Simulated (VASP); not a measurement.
# Al (P6_3/mmc) in VASP: a series of runs

Runs on Al. Level: PBE+D3(BJ). Tasks: single point.

Program: VASP 6.6.1. These are calculated values, not measurements. Logs are shortened: lines on timing, memory, paths and dates and some standing lists are left out, and cuts for length are marked.

## Step 1: The cell of the first run

Symmetry: P6_3/mmc, No. 194, hexagonal system. The conventional cell has a = 2.736 Å, b = 2.736 Å, c = 9.640 Å, α = 90.00°, β = 90.00°, γ = 120.00°. Al (site symmetry -3m) has 12 Al at 2.74 to 2.88 Å within 3.6 Å. Within 3.6 Å of Al (site symmetry -6m2) lie 12 Al at 2.74 to 2.88 Å.

## Step 2: Single point, PBE+D3(BJ)

Contents of INCAR:

```
PREC = Accurate ; ENCUT = 520
EDIFF = 1E-6 ; ISMEAR = 0
SIGMA = 0.15 ; LREAL = F
LASPH = T ; NELM = 60
ALGO = Normal ; ISIF = 2
LWAVE = F ; LCHARG = F
GGA = PE ; IVDW = 12
NBANDS = 14
```

Contents of KPOINTS:

```
Automatic mesh
0
Gamma
  18 18 4
```

Contents of POSCAR:

```
Al
1.0
    2.7356000000      0.0000000000      0.0000000000
   -1.3678000000      2.3690990946      0.0000000000
    0.0000000000      0.0000000000      9.6403000000
Al
4
Direct
    0.0000000000      0.0000000000      0.0000000000
    0.3333333333      0.6666666667      0.2500000000
    0.0000000000      0.0000000000      0.5000000000
    0.6666666667      0.3333333333      0.7500000000
```

Potentials or basis: VASP PAW PBE potentials, release 64 (Al).

Launch:

```
> cat potpaw_PBE.64/Al/POTCAR > POTCAR
> mpirun -np 1 vasp_std > vasp.out
```

OUTCAR:

```text
PREC = Accurate
   ENCUT = 520
   EDIFF = 1E-6
   ISMEAR = 0
   LREAL = F
   LASPH = T
   NELM = 60
   ISIF = 2
   GGA = PE
   IVDW = 12
 IVDW          = 12

 ion  position               nearest neighbor table
   1  0.000  0.000  0.000-   2 2.88   4 2.88   4 2.88   2 2.88   4 2.88   2 2.88
   2  0.333  0.667  0.250-   1 2.88   3 2.88   1 2.88   3 2.88   1 2.88   3 2.88
   3  0.000  0.000  0.500-   2 2.88   4 2.88   4 2.88   2 2.88   4 2.88   2 2.88
   4  0.667  0.333  0.750-   1 2.88   3 2.88   1 2.88   3 2.88   1 2.88   3 2.88

  LATTYP: Found a hexagonal cell.
 ALAT       =     2.7356000000
 C/A-ratio  =     3.5240166691

  Lattice vectors:

 A1 = (   2.7356000000,   0.0000000000,   0.0000000000)
 A2 = (  -1.3678000000,   2.3690990946,   0.0000000000)
 A3 = (   0.0000000000,   0.0000000000,   9.6403000000)

Analysis of symmetry for initial positions (statically):
=====================================================================
 Subroutine PRICEL returns:
 Original cell was already a primitive cell.

 Routine SETGRP: Setting up the symmetry group for a
 hexagonal supercell.

 Subroutine GETGRP returns: Found 24 space group operations
 (whereof 12 operations were pure point group operations)
 out of a pool of 24 trial point group operations.

The static configuration has the point symmetry D_3d.
 The point group associated with its full space group is D_6h.

Analysis of symmetry for dynamics (positions and initial velocities):
=====================================================================
 Subroutine PRICEL returns:
 Original cell was already a primitive cell.

 Routine SETGRP: Setting up the symmetry group for a
 hexagonal supercell.

 Subroutine GETGRP returns: Found 24 space group operations
 (whereof 12 operations were pure point group operations)
 out of a pool of 24 trial point group operations.

The dynamic configuration has the point symmetry D_3d.
 The point group associated with its full space group is D_6h.

 Subroutine INISYM returns: Found 24 space group operations
 (whereof 12 operations are pure point group operations),
 and found     1 'primitive' translations

----------------------------------------------------------------------------------------

                                     Primitive cell

  volume of cell :      62.4779

  direct lattice vectors                    reciprocal lattice vectors
     2.735600000  0.000000000  0.000000000     0.365550519  0.211050691  0.000000000
    -1.367800000  2.369099095  0.000000000     0.000000000  0.422101381  0.000000000
     0.000000000  0.000000000  9.640300000     0.000000000  0.000000000  0.103731212
[... 104 lines left out ...]
   EFERMI_NEDOS =   21; number of points for ismear=-14 and -15
   IALGO  =     38    algorithm
   IMIX   =      4    mixing-type and parameters
     AMIX     =   0.40;   BMIX     =  1.00
     AMIX_MAG =   1.60;   BMIX_MAG =  1.00
  volume/ion in A,a.u.               =      15.62       105.41
  Fermi-wavevector in a.u.,A,eV,Ry     =   0.944553  1.784947 12.138858  0.892181
  Thomas-Fermi vector in A             =   2.072369
   LORBIT       =      0    0 simple, 1 ext, 2 COOP (PROOUT), +10 PAW based schemes
   GGA     = PE    functional components
   LHFCALC =     F    Hartree Fock is set to
   AEXX    =    0.0000 exact exchange contribution
   IVDW    =    12    specifies the selected vdW correction
   LEPSILON=     F    determine dielectric tensor
   LRPA    =     F    only Hartree local field effects (RPA)
 non-spin polarized calculation
 Gauss-broadening in eV      SIGMA  =   0.15
  energy-cutoff  :      520.00
  volume of cell :       62.48
 maximum number of plane-waves:      1701
   NGX = 11   NGY = 11   NGZ = 35

 number of electron      12.0000000 magnetization

 Free energy of the ion-electron system (eV)
  ---------------------------------------------------
  ext. energy  EPLUGINS =         0.00000000
  ---------------------------------------------------
  free energy    TOTEN  =       -14.82322132 eV

  energy without entropy =      -14.80630255  energy(sigma->0) =      -14.81476194

 E-fermi :   8.5786     XC(G=0): -10.3939

 val. band max:        8.5753613981   @ k =   0.3889   0.1111   0.0000
 cond. band min:       8.6091991462   @ k =   0.3333   0.0000   0.2500
 fundamental gap:      0.0338377481
 Fermi energy:         8.5786171193

 k-point     1 :       0.0000    0.0000    0.0000
  band No.  band energies     occupation
      1      -2.9402      2.00000
      2      -1.3614      2.00000
      3      -1.3554      2.00000
      4       3.1896      2.00000
      5       3.3862      2.00000
      6      10.7361      0.00000
      7      10.7422      0.00000
      8      19.7501      0.00000
      9      20.8798      0.00000
     10      20.8798      0.00000
     11      20.8965      0.00000
     12      20.8965      0.00000
     13      21.0811      0.00000
     14      21.7291      0.00000
[... 377 lines left out ...]
      1       2.3945      2.00000
      2       3.8831      2.00000
      3       3.8862      2.00000
      4       5.1384      2.00000
      5       6.6967      2.00000
      6       6.7349      2.00000
      7       8.5102      1.48133
      8       8.5754      1.02449
      9      10.8513      0.00000
     10      11.2370      0.00000
     11      12.5811      0.00000
     12      13.4378      0.00000
     13      13.8193      0.00000
     14      15.9351      0.00000

 [... further k-points ...]

------------------------ aborting loop because EDIFF is reached ----------------------------------------

 Edisp (eV)   -1.42484

 E8    (eV) :    -0.6379

  FORCE on cell =-STRESS in cart. coord.  units (eV):
  Direction    XX          YY          ZZ          XY          YZ          ZX
  --------------------------------------------------------------------------------------
  -------------------------------------------------------------------------------------
  Total       1.82390     1.82390    -1.22035     0.00000     0.00000    -0.00000
  in kB      46.77205    46.77205   -31.29442     0.00000     0.00000    -0.00000
  external pressure =       20.75 kB  Pullay stress =        0.00 kB

 VOLUME and BASIS-vectors are now :
 -----------------------------------------------------------------------------
  energy-cutoff  :      520.00
  volume of cell :       62.48
      direct lattice vectors                 reciprocal lattice vectors
     2.735600000  0.000000000  0.000000000     0.365550519  0.211050691  0.000000000
    -1.367800000  2.369099095  0.000000000     0.000000000  0.422101381  0.000000000
     0.000000000  0.000000000  9.640300000     0.000000000  0.000000000  0.103731212

 POSITION                                       TOTAL-FORCE (eV/Angst)
 -----------------------------------------------------------------------------------
      0.00000      0.00000      0.00000         0.000000     -0.000000     -0.000000
     -0.00000      1.57940      2.41007        -0.000000      0.000000      0.000000
      0.00000      0.00000      4.82015         0.000000     -0.000000     -0.000000
      1.36780      0.78970      7.23022         0.000000     -0.000000     -0.000000
 -----------------------------------------------------------------------------------
    total drift:                               -0.000000      0.000000     -0.000000

  FREE ENERGIE OF THE ION-ELECTRON SYSTEM (eV)
  ---------------------------------------------------
  free  energy   TOTEN  =       -16.2480616469 eV

  energy  without entropy=      -16.2311428745  energy(sigma->0) =      -16.23960226
```

OSZICAR:

```text
N       E                     dE             d eps       ncg     rms          rms(c)
DAV:   1     0.677741691238E+01    0.67774E+01   -0.41667E+03  3116   0.660E+02
DAV:   2    -0.142165109529E+02   -0.20994E+02   -0.19315E+02  4020   0.904E+01
DAV:   3    -0.149154832366E+02   -0.69897E+00   -0.68971E+00  4150   0.133E+01
DAV:   4    -0.149204852575E+02   -0.50020E-02   -0.49941E-02  3690   0.137E+00
DAV:   5    -0.149205404073E+02   -0.55150E-04   -0.55149E-04  4156   0.152E-01    0.281E+00
DAV:   6    -0.148638516460E+02    0.56689E-01   -0.51947E-03  3594   0.409E-01    0.164E+00
DAV:   7    -0.148236826745E+02    0.40169E-01   -0.13398E-02  3552   0.616E-01    0.224E-01
DAV:   8    -0.148232428462E+02    0.43983E-03   -0.28607E-04  4292   0.911E-02    0.408E-02
DAV:   9    -0.148232214874E+02    0.21359E-04   -0.18702E-05  3888   0.210E-02    0.922E-03
DAV:  10    -0.148232213237E+02    0.16368E-06   -0.53972E-07  2708   0.492E-03
   1 F= -.16248062E+02 E0= -.16239602E+02  d E =-.169188E-01
```

Run time: 24 s. Hardware: 1 thread of Intel Xeon 6975P-C (Granite Rapids), shared host; peak memory 0.22 GiB.

What came out:

```yaml
Free_energy: -16.2481 eV
Pressure: 2.1 GPa
Band_gap_on_the_k_mesh: zero (band 6 reaches 11.72 eV, above the bottom of band 7 at 7.24 eV)
Dispersion_energy_per_atom: -0.356 eV
```

Levels at points of the mesh, in eV from the Fermi level:
| k point | band 3 | band 4 | band 5 | band 6 | band 7 | band 8 | band 9 | band 10 |
| --- | --- | --- | --- | --- | --- | --- | --- | --- |
| (0.00, 0.00, 0.00) | -9.93 | -5.39 | -5.19 | 2.16 | 2.16 | 11.17 | 12.30 | 12.30 |
| (0.50, 0.00, 0.00) | -3.95 | -3.93 | -3.18 | -3.16 | 0.79 | 0.80 | 1.18 | 1.21 |
| (0.00, 0.00, 0.50) | -7.98 | -7.98 | -1.89 | -1.89 | 6.79 | 6.79 | 12.52 | 12.52 |
| (0.50, 0.00, 0.50) | -4.67 | -4.67 | -1.94 | -1.94 | -1.26 | -1.26 | 4.05 | 4.05 |

Caveat: pairwise dispersion overbinds metals, which lowers pressure and volume.

## Step 3: Single point, PBE+D3(BJ)

This run uses another cell than the first one, of 15.72 Å³/atom, 1.006 times its volume.

Contents of INCAR:

```
ALGO = Fast
EDIFF = 1E-7
ENCUT = 520
GGA = PE
ISIF = 2
ISMEAR = 0
IVDW = 12
LASPH = True
LCHARG = True
LELF = True
LREAL = False
LVHAR = True
LWAVE = False
NBANDS = 14
NELM = 80
PREC = Accurate
SIGMA = 0.15
```

Contents of KPOINTS:

```
k-points
0
Gamma
  18 18 4
```

Contents of POSCAR:

```
Al
1.0
    2.9326000000      0.0000000000      0.0000000000
   -1.4663000000      2.5397060991      0.0000000000
    0.0000000000      0.0000000000      8.4426000000
Al
4
Direct
    0.0000000000      0.0000000000      0.0000000000
    0.3333333333      0.6666666667      0.2500000000
    0.0000000000      0.0000000000      0.5000000000
    0.6666666667      0.3333333333      0.7500000000
```

Potentials or basis: VASP PAW PBE potentials, release 64 (Al).

Launch:

```
> cat potpaw_PBE.64/Al/POTCAR > POTCAR
> mpirun -np 1 vasp_std > vasp.out
```

OUTCAR:

```text
EDIFF = 1E-7
   ENCUT = 520
   GGA = PE
   ISIF = 2
   ISMEAR = 0
   IVDW = 12
   LASPH = True
   LREAL = False
   NELM = 80
   PREC = Accurate
 IVDW          = 12

 ion  position               nearest neighbor table
   1  0.000  0.000  0.000-   2 2.71   4 2.71   2 2.71   4 2.71   4 2.71   2 2.71
   2  0.333  0.667  0.250-   1 2.71   3 2.71   1 2.71   3 2.71   1 2.71   3 2.71
   3  0.000  0.000  0.500-   2 2.71   4 2.71   2 2.71   4 2.71   4 2.71   2 2.71
   4  0.667  0.333  0.750-   1 2.71   3 2.71   1 2.71   3 2.71   1 2.71   3 2.71

  LATTYP: Found a hexagonal cell.
 ALAT       =     2.9326000000
 C/A-ratio  =     2.8788788106

  Lattice vectors:

 A1 = (   2.9326000000,   0.0000000000,   0.0000000000)
 A2 = (  -1.4663000000,   2.5397060991,   0.0000000000)
 A3 = (   0.0000000000,   0.0000000000,   8.4426000000)

Analysis of symmetry for initial positions (statically):
=====================================================================
 Subroutine PRICEL returns:
 Original cell was already a primitive cell.

 Routine SETGRP: Setting up the symmetry group for a
 hexagonal supercell.

 Subroutine GETGRP returns: Found 24 space group operations
[... 192 lines left out ...]
     11      17.8930      0.00000
     12      19.1482      0.00000
     13      19.1484      0.00000
     14      19.4527      0.00000
[... 377 lines left out ...]
      1       1.6874      2.00000
      2       3.6243      2.00000
      3       3.6659      2.00000
      4       4.1375      2.00000
      5       6.0936      2.00000
      6       6.1694      2.00000
      7       8.9196      0.00002
      8       9.6966      0.00000
      9      10.6777      0.00000
     10      11.1440      0.00000
     11      12.1619      0.00000
     12      12.2725      0.00000
     13      13.0946      0.00000
     14      17.0789      0.00000

 [... further k-points ...]

------------------------ aborting loop because EDIFF is reached ----------------------------------------

 Edisp (eV)   -1.41570

 E8    (eV) :    -0.6338

  FORCE on cell =-STRESS in cart. coord.  units (eV):
  Direction    XX          YY          ZZ          XY          YZ          ZX
  --------------------------------------------------------------------------------------
  -------------------------------------------------------------------------------------
  Total      -0.67540    -0.67540     4.36044    -0.00000     0.00000     0.00000
  in kB     -17.20920   -17.20920   111.10366    -0.00000     0.00000     0.00000
  external pressure =       25.56 kB  Pullay stress =        0.00 kB

 VOLUME and BASIS-vectors are now :
 -----------------------------------------------------------------------------
  energy-cutoff  :      520.00
  volume of cell :       62.88
      direct lattice vectors                 reciprocal lattice vectors
     2.932600000  0.000000000  0.000000000     0.340994339  0.196873174  0.000000000
    -1.466300000  2.539706099  0.000000000     0.000000000  0.393746347  0.000000000
     0.000000000  0.000000000  8.442600000     0.000000000  0.000000000  0.118446924

 POSITION                                       TOTAL-FORCE (eV/Angst)
 -----------------------------------------------------------------------------------
      0.00000      0.00000      0.00000         0.000000      0.000000      0.000000
     -0.00000      1.69314      2.11065         0.000000      0.000000      0.000000
      0.00000      0.00000      4.22130         0.000000      0.000000      0.000000
      1.46630      0.84657      6.33195        -0.000000      0.000000     -0.000000
 -----------------------------------------------------------------------------------
    total drift:                               -0.000000      0.000000      0.000000

  FREE ENERGIE OF THE ION-ELECTRON SYSTEM (eV)
  ---------------------------------------------------
  free  energy   TOTEN  =       -16.1150363374 eV

  energy  without entropy=      -16.0970729111  energy(sigma->0) =      -16.10605462
```

OSZICAR:

```text
N       E                     dE             d eps       ncg     rms          rms(c)
DAV:   1     0.716462976547E+01    0.71646E+01   -0.41901E+03  3108   0.661E+02
DAV:   2    -0.140637556298E+02   -0.21228E+02   -0.19464E+02  4088   0.906E+01
DAV:   3    -0.147903239792E+02   -0.72657E+00   -0.71784E+00  4052   0.136E+01
DAV:   4    -0.147952732607E+02   -0.49493E-02   -0.49482E-02  3688   0.141E+00
DAV:   5    -0.147953294438E+02   -0.56183E-04   -0.56184E-04  4094   0.154E-01    0.281E+00
RMM:   6    -0.147394532096E+02    0.55876E-01   -0.42715E-03  3119   0.390E-01    0.165E+00
RMM:   7    -0.146995880764E+02    0.39865E-01   -0.12465E-02  3192   0.641E-01    0.191E-01
RMM:   8    -0.146993335755E+02    0.25450E-03   -0.70353E-04  3333   0.176E-01    0.206E-02
RMM:   9    -0.146993383927E+02   -0.48172E-05   -0.10407E-04  3560   0.722E-02    0.297E-02
RMM:  10    -0.146993401146E+02   -0.17219E-05   -0.16839E-05  3607   0.271E-02    0.107E-02
RMM:  11    -0.146993348077E+02    0.53070E-05   -0.47804E-06  3555   0.131E-02    0.167E-02
RMM:  12    -0.146993357325E+02   -0.92483E-06   -0.13196E-06  3539   0.740E-03    0.158E-02
RMM:  13    -0.146993354007E+02    0.33179E-06   -0.41240E-07  3237   0.392E-03    0.473E-03
RMM:  14    -0.146993354212E+02   -0.20551E-07   -0.67507E-08  2066   0.180E-03
   1 F= -.16115036E+02 E0= -.16106055E+02  d E =-.179634E-01
```

Wall time 32 s (1 thread of Intel Xeon 6975P-C (Granite Rapids), shared host); peak memory 0.23 GiB.

What came out:

* Free energy: -16.1150 eV
* Pressure: 2.6 GPa
* Band gap on the k mesh: zero (band 6 reaches 14.59 eV, above the bottom of band 7 at 6.61 eV)
* Dispersion energy per atom: -0.354 eV

Stress tensor (GPa, compression positive):
```
-1.72  0.00  0.00
 0.00 -1.72  0.00
 0.00  0.00 11.11
```

Levels at points of the mesh, in eV from the Fermi level:
| k point | band 3 | band 4 | band 5 | band 6 | band 7 | band 8 | band 9 | band 10 |
| --- | --- | --- | --- | --- | --- | --- | --- | --- |
| (0.00, 0.00, 0.00) | -9.38 | -3.91 | -2.77 | 6.12 | 6.19 | 9.09 | 9.09 | 9.43 |
| (0.50, 0.00, 0.00) | -4.22 | -4.06 | -3.62 | -3.42 | 1.13 | 1.61 | 2.66 | 2.72 |
| (0.00, 0.00, 0.50) | -6.86 | -6.86 | 1.06 | 1.06 | 9.46 | 9.46 | 9.46 | 9.46 |
| (0.50, 0.00, 0.50) | -5.22 | -5.22 | -1.74 | -1.74 | -0.99 | -0.99 | 4.79 | 4.79 |

Caveat: pairwise dispersion overbinds metals, which lowers pressure and volume.
